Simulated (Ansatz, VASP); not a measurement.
## CsGeF3: VASP beside Ansatz

The input INCAR:

```
SYSTEM = CsGeF3
PREC = Accurate
ENCUT = 520
EDIFF = 1E-6
ISMEAR = 0
SIGMA = 0.05
LREAL = .FALSE.
LASPH = .TRUE.
NELM = 100
ALGO = Normal
ISIF = 2
LWAVE = .FALSE.
LCHARG = .TRUE.
GGA = PE
LELF = .TRUE.
LVHAR = .TRUE.
NBANDS = 30
```

Contents of KPOINTS:

```
regular mesh
0
G
  4 4 4
  0 0 0
```

File POSCAR:

```
CsGeF3
1.0
    4.4965198488      0.0000000000      0.0000000000
    0.0000000000      4.4965198488      0.0000000000
    0.0000000000      0.0000000000      4.4965198488
Cs Ge F
1 1 3
Direct
    0.0000000000      0.0000000000      0.0000000000
    0.5000000000      0.5000000000      0.5000000000
    0.5000000000      0.5000000000      0.0000000000
    0.5000000000      0.0000000000      0.5000000000
    0.0000000000      0.5000000000      0.5000000000
```

Input for Ansatz:

```yaml
crystal:
  lattice:
    - [4.4965198488, 0.0, 0.0]
    - [0.0, 4.4965198488, 0.0]
    - [0.0, 0.0, 4.4965198488]
  atoms:
    - { symbol: Cs, position: [0.0, 0.0, 0.0] }
    - { symbol: Ge, position: [0.5, 0.5, 0.5] }
    - { symbol: F, position: [0.5, 0.5, 0.0] }
    - { symbol: F, position: [0.5, 0.0, 0.5] }
    - { symbol: F, position: [0.0, 0.5, 0.5] }
kpoints:
  mp_grid: { grid: [4, 4, 4] }
hamiltonian:
  xc: pbe
scf:
  occupations: { method: gaussian, width: 0.05 }
  n_extra_bands: 5
output:
  forces: true
  stress: true
  eigenvalues: true
```

Alike in both runs: task single point; functional PBE; k mesh 4 × 4 × 4; occupations gaussian, width 0.05 eV; no spin polarisation.

```csv
,VASP,Ansatz
version,VASP 6.6.1,Ansatz 0.2.0
potentials or method,"VASP PAW PBE potentials, release 64 (Cs_sv, Ge_d, F)",plane waves
plane-wave cutoff (eV),520,420
valence electrons in the cell,44,44
```

VASP gave:

* gap on the k mesh at the Fermi level (eV): 1.84
* pressure (GPa): 2.4

**Question.** Estimate Ansatz's values.

**Answer.** gap on the k mesh at the Fermi level (eV): 1.85; pressure (GPa): 2.5.

Neither program's run includes spin-orbit coupling.
